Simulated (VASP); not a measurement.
Write the native input for VASP 6.6.1 that does the following.

```
Task                   : single point
Functional             : PBEsol
Potentials or basis    : VASP PAW PBE potentials, release 64 (Be)
Cutoff                 : 520 eV
k mesh                 : 26 × 26 × 26
Occupations            : fermi-dirac, width 0.05 eV
Spin                   : no spin polarisation
Dipole correction      : no
Further INCAR settings : ALGO = Normal; EDIFF = 1e-07; NBANDS = 7
```

The structure of Be lies in POSCAR:

```
Be
1.0
    0.0000000000      1.2391091844      1.2391091844
    1.2391091844      0.0000000000      1.2391091844
    1.2391091844      1.2391091844      0.0000000000
Be
1
Direct
    0.0000000000      0.0000000000      0.0000000000
```

This isn't the form of Be at room conditions, which is hcp.

These files were run (other wordings do the same):

INCAR

```
SYSTEM = Be
  ALGO = Normal
  EDIFF = 1E-7
  ENCUT = 520
  GGA = PS
  ISIF = 2
  ISMEAR = -1
  LASPH = .True.
  LCHARG = .True.
  LELF = .True.
  LREAL = .False.
  LVHAR = .True.
  LWAVE = .False.
  NBANDS = 7
  NELM = 100
  PREC = Accurate
  SIGMA = 0.05
```

KPOINTS

```
k-points
0
Gamma
  26 26 26
  0 0 0
```

Potentials or basis: VASP PAW PBE potentials, release 64 (Be).

Launch:

```sh
$ cat potpaw_PBE.64/Be/POTCAR > POTCAR
$ mpirun -np 1 vasp_std > vasp.out
```

Results of the run:

```yaml
Pressure: 293.1 GPa
Band_gap_on_the_k_mesh: zero (bands 1 and 2 overlap by 1.27 eV)
```

Caveat: the cell stands under pressure; the PAW data sets were made with another functional, which shifts forces and pressure a little.

It took 10 s on 1 thread of Intel(R) Xeon(R) Platinum 8559C (Emerald Rapids), on a shared host, peak memory 0.11 GiB.
